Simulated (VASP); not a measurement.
# K2NaBCl6 (P4/mmm) in VASP: relaxation of cell and atoms with PBE

Aim: the relaxation of cell and atoms of K2NaBCl6 with PBE.

Program: VASP 6.6.1. These are calculated values, not measurements. Logs are shortened: lines on timing, memory, paths and dates and some standing lists are left out, and cuts for length are marked.

### Step 1. The cell of the first run

The structure is tetragonal, space group P4/mmm (No. 123). Conventional cell: a = 4.899 Å, b = 4.899 Å, c = 9.797 Å, α = 90.00°, β = 90.00°, γ = 90.00°. Within 4.6 Å of K (site symmetry 4mm) lie 12 Cl at 3.46 Å and 4 Na at 4.24 Å and 4 B at 4.24 Å. Within 3.2 Å of Na (site symmetry 4/mmm) lie 6 Cl at 2.45 Å. Within 3.2 Å of B (site symmetry 4/mmm) lie 6 Cl at 2.45 Å. Cl (site symmetry mmm) has 2 B at 2.45 Å within 3.2 Å. Within 3.2 Å of Cl (site symmetry mmm) lie 2 Na at 2.45 Å. Cl (site symmetry 4mm) has 1 Na at 2.45 Å and 1 B at 2.45 Å within 3.2 Å.

### Step 2. Relaxation of cell and atoms, PBE

INCAR reads:

```
PREC = Accurate
ENCUT = 600
EDIFF = 1E-6
ISMEAR = 0
SIGMA = 0.1
LREAL = F
LASPH = T
NELM = 60
ALGO = Normal
ISIF = 3
LWAVE = F
LCHARG = F
GGA = PE
IBRION = 2
NSW = 90
EDIFFG = -0.04
```

KPOINTS reads:

```
regular mesh
0
Gamma
  4 4 2
```

POSCAR reads:

```
K2NaBCl6
1.0
    4.8986443200      0.0000000000      0.0000000000
    0.0000000000      4.8986443200      0.0000000000
    0.0000000000      0.0000000000      9.7972886400
K Na B Cl
2 1 1 6
Direct
    0.5000000000      0.5000000000      0.2500000000
    0.5000000000      0.5000000000      0.7500000000
    0.0000000000      0.0000000000      0.5000000000
    0.0000000000      0.0000000000      0.0000000000
    0.5000000000      0.0000000000      0.0000000000
    0.5000000000      0.0000000000      0.5000000000
    0.0000000000      0.5000000000      0.0000000000
    0.0000000000      0.5000000000      0.5000000000
    0.0000000000      0.0000000000      0.2500000000
    0.0000000000      0.0000000000      0.7500000000
```

Potentials or basis: VASP PAW PBE potentials, release 64 (K_sv, Na_pv, B, Cl).

On the command line:

```
> cat potpaw_PBE.64/K_sv/POTCAR potpaw_PBE.64/Na_pv/POTCAR potpaw_PBE.64/B/POTCAR potpaw_PBE.64/Cl/POTCAR > POTCAR
> mpirun -np 1 vasp_std > vasp.out
```

OUTCAR:

```text
PREC = Accurate
   ENCUT = 600
   EDIFF = 1E-6
   ISMEAR = 0
   LREAL = F
   LASPH = T
   NELM = 60
   ISIF = 3
   GGA = PE
   IBRION = 2
   NSW = 90
   EDIFFG = -0.04

 ion  position               nearest neighbor table
   1  0.500  0.500  0.250-
   2  0.500  0.500  0.750-
   3  0.000  0.000  0.500-   6 2.45   8 2.45   9 2.45  10 2.45   8 2.45   6 2.45
   4  0.000  0.000  0.000-
   5  0.500  0.000  0.000-
   6  0.500  0.000  0.500-   3 2.45   3 2.45
   7  0.000  0.500  0.000-
   8  0.000  0.500  0.500-   3 2.45   3 2.45
   9  0.000  0.000  0.250-   3 2.45
  10  0.000  0.000  0.750-   3 2.45

  LATTYP: Found a simple tetragonal cell.
 ALAT       =     4.8986443200
 C/A-ratio  =     2.0000000000

  Lattice vectors:

 A1 = (   4.8986443200,   0.0000000000,   0.0000000000)
 A2 = (   0.0000000000,   4.8986443200,   0.0000000000)
 A3 = (   0.0000000000,   0.0000000000,   9.7972886400)

Analysis of symmetry for initial positions (statically):
=====================================================================
 Subroutine PRICEL returns:
 Original cell was already a primitive cell.

 Routine SETGRP: Setting up the symmetry group for a
 simple tetragonal supercell.

 Subroutine GETGRP returns: Found 16 space group operations
 (whereof 16 operations were pure point group operations)
 out of a pool of 16 trial point group operations.

The static configuration has the point symmetry D_4h.

Analysis of symmetry for dynamics (positions and initial velocities):
=====================================================================
 Subroutine PRICEL returns:
 Original cell was already a primitive cell.

 Routine SETGRP: Setting up the symmetry group for a
 simple tetragonal supercell.

 Subroutine GETGRP returns: Found 16 space group operations
 (whereof 16 operations were pure point group operations)
 out of a pool of 16 trial point group operations.

The dynamic configuration has the point symmetry D_4h.

 Subroutine INISYM returns: Found 16 space group operations
 (whereof 16 operations are pure point group operations),
 and found     1 'primitive' translations

----------------------------------------------------------------------------------------

                                     Primitive cell

  volume of cell :     235.1028

  direct lattice vectors                    reciprocal lattice vectors
     4.898644320  0.000000000  0.000000000     0.204138111  0.000000000  0.000000000
     0.000000000  4.898644320  0.000000000     0.000000000  0.204138111  0.000000000
     0.000000000  0.000000000  9.797288640     0.000000000  0.000000000  0.102069056

  length of vectors
     4.898644320  4.898644320  9.797288640     0.204138111  0.204138111  0.102069056

  position of ions in fractional coordinates (direct lattice)
     0.500000000  0.500000000  0.250000000
     0.500000000  0.500000000  0.750000000
     0.000000000  0.000000000  0.500000000
     0.000000000  0.000000000  0.000000000
     0.500000000  0.000000000  0.000000000
     0.500000000  0.000000000  0.500000000
     0.000000000  0.500000000  0.000000000
     0.000000000  0.500000000  0.500000000
     0.000000000  0.000000000  0.250000000
     0.000000000  0.000000000  0.750000000

  ion indices of the primitive-cell ions
   primitive index   ion index
                 1           1
                 2           2
                 3           3
                 4           4
                 5           5
                 6           6
                 7           7
                 8           8
                 9           9
                10          10

----------------------------------------------------------------------------------------

 KPOINTS: regular mesh

Automatic generation of k-mesh.
 Grid dimensions read from file:
 generate k-points for:    4    4    2

 Generating k-lattice:

  Cartesian coordinates                     Fractional coordinates (reciprocal lattice)
     0.051034528  0.000000000  0.000000000     0.250000000  0.000000000  0.000000000
     0.000000000  0.051034528  0.000000000     0.000000000  0.250000000  0.000000000
     0.000000000  0.000000000  0.051034528     0.000000000  0.000000000  0.500000000

  Length of vectors
     0.051034528  0.051034528  0.051034528

  Shift w.r.t. Gamma in fractional coordinates (k-lattice)
     0.000000000  0.000000000  0.000000000

 Subroutine IBZKPT returns following result:
 ===========================================

 Found     12 irreducible k-points:

 Following reciprocal coordinates:
            Coordinates               Weight
  0.000000  0.000000  0.000000      1.000000
  0.250000  0.000000  0.000000      4.000000
  0.500000  0.000000  0.000000      2.000000
  0.250000  0.250000  0.000000      4.000000
  0.500000  0.250000  0.000000      4.000000
  0.500000  0.500000  0.000000      1.000000
  0.000000  0.000000  0.500000      1.000000
  0.250000  0.000000  0.500000      4.000000
  0.500000  0.000000  0.500000      2.000000
  0.250000  0.250000  0.500000      4.000000
  0.500000  0.250000  0.500000      4.000000
  0.500000  0.500000  0.500000      1.000000
   k-points           NKPTS =     12   k-points in BZ     NKDIM =     12   number of bands    NBANDS=     42
   number of dos      NEDOS =    301   number of ions     NIONS =     10
   total plane-waves  NPLWV = 128000
   dimension x,y,z NGX =    40 NGY =   40 NGZ =   80
   dimension x,y,z NGXF=    80 NGYF=   80 NGZF=  160
   ions per type =               2   1   1   6
   NGX,Y,Z   is equivalent  to a cutoff of  13.57, 13.57, 13.57 a.u.
   NGXF,Y,Z  is equivalent  to a cutoff of  27.15, 27.15, 27.15 a.u.
 SYSTEM =  unknown system
   PREC   = accura    normal or accurate (medium, high low for compatibility)
   ISTART =      0    job   : 0-new  1-cont  2-samecut
   ICHARG =      2    charge: 1-file 2-atom 10-const
   ISPIN  =      1    spin polarized calculation?
   LNONCOLLINEAR =      F non collinear calculations
   LSORBIT =      F    spin-orbit coupling
   LASPH  =      T    aspherical Exc in radial PAW
   ENCUT  =  600.0 eV  44.10 Ry    6.64 a.u.   9.78  9.78 19.57*2*pi/ulx,y,z
   NELM   =     60;   NELMIN=  2; NELMDL= -5     # of ELM steps
   EDIFF  = 0.1E-05   stopping-criterion for ELM
   LREAL  =      F    real-space projection
   EDIFFG = -.4E-01   stopping-criterion for IOM
   NSW    =     90    number of steps for IOM
   IBRION =      2    ionic relax: 0-MD 1-quasi-New 2-CG
   NFREE  =      1    steps in history (QN), initial steepest desc. (CG)
   ISIF   =      3    stress and relaxation
   ISYM   =      2    0-nonsym 1-usesym 2-fastsym
   POTIM  = 0.5000    time-step for ionic-motion
   TEBEG  =    0.0;   TEEND  =   0.0 temperature during run
   PSTRESS=    0.0 pullay stress
   NELECT =      70.0000    total number of electrons
   NUPDOWN=      -1.0000    fix difference up-down
   EMIN   =  10.00;   EMAX   =-10.00  energy-range for DOS
   EFERMI =   0.00;   METHOD = LEGACY
   ISMEAR =     0;   SIGMA  =   0.10  broadening in eV -4-tet -1-fermi 0-gaus
   EFERMI_NEDOS =   21; number of points for ismear=-14 and -15
   IALGO  =     38    algorithm
   IMIX   =      4    mixing-type and parameters
     AMIX     =   0.40;   BMIX     =  1.00
     AMIX_MAG =   1.60;   BMIX_MAG =  1.00
  volume/ion in A,a.u.               =      23.51       158.66
  Fermi-wavevector in a.u.,A,eV,Ry     =   1.093171  2.065794 16.259285  1.195024
  Thomas-Fermi vector in A             =   2.229452
   LORBIT       =      0    0 simple, 1 ext, 2 COOP (PROOUT), +10 PAW based schemes
   GGA     = PE    functional components
   LHFCALC =     F    Hartree Fock is set to
   AEXX    =    0.0000 exact exchange contribution
   IVDW    =     0    specifies the selected vdW correction
   LEPSILON=     F    determine dielectric tensor
   LRPA    =     F    only Hartree local field effects (RPA)
 conjugate gradient relaxation of ions
 non-spin polarized calculation
 Gauss-broadening in eV      SIGMA  =   0.10
  energy-cutoff  :      600.00
  volume of cell :      235.10
 maximum number of plane-waves:      7904
 NGX is ok and might be reduce to    40
   NGX = 19   NGY = 19   NGZ = 39

--------------------------------------- Ionic step        1  -------------------------------------------

 number of electron      70.0000009 magnetization

 Free energy of the ion-electron system (eV)
  ---------------------------------------------------
  ext. energy  EPLUGINS =         0.00000000
  ---------------------------------------------------
  free energy    TOTEN  =       -29.65530746 eV

  energy without entropy =      -29.62158512  energy(sigma->0) =      -29.63844629

------------------------ aborting loop because EDIFF is reached ----------------------------------------

  FORCE on cell =-STRESS in cart. coord.  units (eV):
  Direction    XX          YY          ZZ          XY          YZ          ZX
  --------------------------------------------------------------------------------------
  -------------------------------------------------------------------------------------
  Total        1.1181504      1.1181504     -1.3034109      0.0000000     -0.0000000      0.0000000
  in kB        7.6199669      7.6199669     -8.8824794      0.0000000     -0.0000000      0.0000000
  external PRESSURE =       2.1191515 kB  Pullay stress =       0.0000000 kB
[... 113 lines left out ...]
  FREE ENERGIE OF THE ION-ELECTRON SYSTEM (eV)
  ---------------------------------------------------
  free  energy   TOTEN  =       -32.6768802114 eV

  energy  without entropy=      -32.6768802114  energy(sigma->0) =      -32.67688021

 E-fermi :  -0.0025     XC(G=0):  -7.8041

 val. band max:       -0.4679235239   @ k =   0.5000   0.5000   0.0000
 cond. band min:       2.2532299795   @ k =   0.5000   0.5000   0.0000
 fundamental gap:      2.7211535034
 Fermi energy:        -0.0024678330

 k-point     1 :       0.0000    0.0000    0.0000
  band No.  band energies     occupation
      1     -28.8063      2.00000
      2     -28.8044      2.00000
      3     -22.2483      2.00000
      4     -22.1149      2.00000
      5     -22.1149      2.00000
      6     -17.0257      2.00000
[... 529 lines left out ...]
     41       6.8114      0.00000
     42       6.8114      0.00000

[... ionic steps 4 to 17 ...]

--------------------------------------- Ionic step       18  -------------------------------------------

 number of electron      70.0000011 magnetization

------------------------ aborting loop because EDIFF is reached ----------------------------------------

  FORCE on cell =-STRESS in cart. coord.  units (eV):
  Direction    XX          YY          ZZ          XY          YZ          ZX
  --------------------------------------------------------------------------------------
  -------------------------------------------------------------------------------------
  Total       -0.5171394     -0.5171394     -0.9994798      0.0000000      0.0000000     -0.0000000
  in kB       -3.0999780     -3.0999780     -5.9913536      0.0000000      0.0000000     -0.0000000
  external PRESSURE =      -4.0637699 kB  Pullay stress =       0.0000000 kB
[... 73 lines left out ...]
  energy  without entropy=      -33.1895795999  energy(sigma->0) =      -33.18957960

--------------------------------------- Ionic step       20  -------------------------------------------

 number of electron      70.0000004 magnetization

 Free energy of the ion-electron system (eV)
  ---------------------------------------------------
  ext. energy  EPLUGINS =         0.00000000
  ---------------------------------------------------
  free energy    TOTEN  =       -33.19209563 eV

  energy without entropy =      -33.19209563  energy(sigma->0) =      -33.19209563

 E-fermi :   0.1483     XC(G=0):  -7.8900

 val. band max:       -0.3612632150   @ k =   0.5000   0.5000   0.0000
 cond. band min:       2.3255887243   @ k =   0.5000   0.5000   0.0000
 fundamental gap:      2.6868519394
 Fermi energy:         0.1482793192

 k-point     1 :       0.0000    0.0000    0.0000
  band No.  band energies     occupation
      1     -28.6582      2.00000
      2     -28.6560      2.00000
      3     -22.1169      2.00000
      4     -21.9792      2.00000
      5     -21.9792      2.00000
      6     -16.9031      2.00000
[... 566 lines left out ...]
  FREE ENERGIE OF THE ION-ELECTRON SYSTEM (eV)
  ---------------------------------------------------
  free  energy   TOTEN  =       -33.1920956299 eV

  energy  without entropy=      -33.1920956299  energy(sigma->0) =      -33.19209563

 reached required accuracy - stopping structural energy minimisation
```

Run time: 22 min. Hardware: 1 thread of Intel Xeon 6975P-C (Granite Rapids), shared host; peak memory 0.45 GiB.

Results:

| Item | Value |
| --- | --- |
| Free energy | -33.1921 eV |
| Relaxed volume | 26.41 Å³/atom |
| Relaxed cell | a = 5.384 Å, b = 5.384 Å, c = 9.111 Å, α = 90.00°, β = 90.00°, γ = 90.00° |
| Space group after relaxing (to 0.1 Å) | P4/mmm (No. 123) |
| Pressure after relaxing | 0.0 GPa |
| Largest force after relaxing | 0.019 eV/Å |
| Band gap on the k mesh | 2.69 eV |

Forces in eV/Å, atoms in the order of the input:
```
K    0.000  0.000 -0.016
K    0.000  0.000  0.016
Na   0.000  0.000  0.000
B    0.000  0.000  0.000
Cl   0.000  0.000  0.000
Cl   0.000  0.000  0.000
Cl   0.000  0.000  0.000
Cl   0.000  0.000  0.000
Cl   0.000  0.000  0.019
Cl   0.000  0.000 -0.019
```

Stress tensor (GPa, compression positive):
```
-0.01  0.00  0.00
 0.00 -0.01  0.00
 0.00  0.00  0.13
```

Final structure:
```xyz
10
Lattice="5.3842 0.0000 0.0000 0.0000 5.3842 0.0000 0.0000 0.0000 9.1110" Properties=species:S:1:pos:R:3 pbc="T T T"
K     2.6921    2.6921    2.3453
K     2.6921    2.6921    6.7656
Na    0.0000    5.3842    4.5555
B     0.0000    5.3842    0.0000
Cl    2.6921    5.3842    0.0000
Cl    2.6921    5.3842    4.5555
Cl    0.0000    2.6921    0.0000
Cl    0.0000    2.6921    4.5555
Cl    5.3842    5.3842    1.7012
Cl    0.0000    0.0000    7.4098
```

Levels at points of the mesh, in eV from the valence-band top:
```tsv
k point	band 32	band 33	band 34	band 35	band 36	band 37	band 38	band 39
(0.00, 0.00, 0.00)	-0.38	-0.38	-0.23	-0.23	3.69	4.46	4.46	5.09
(0.50, 0.00, 0.00)	-0.75	-0.62	-0.49	-0.28	2.74	4.39	4.40	6.66
(0.50, 0.50, 0.00)	-0.27	-0.27	-0.11	0.00	2.69	2.69	4.92	6.39
(0.00, 0.00, 0.50)	-0.36	-0.36	-0.26	-0.26	4.14	4.40	4.40	5.41
(0.50, 0.00, 0.50)	-0.76	-0.75	-0.59	-0.29	2.86	4.34	4.51	6.81
(0.50, 0.50, 0.50)	-0.28	-0.28	-0.10	-0.01	2.79	2.79	4.80	6.92
```
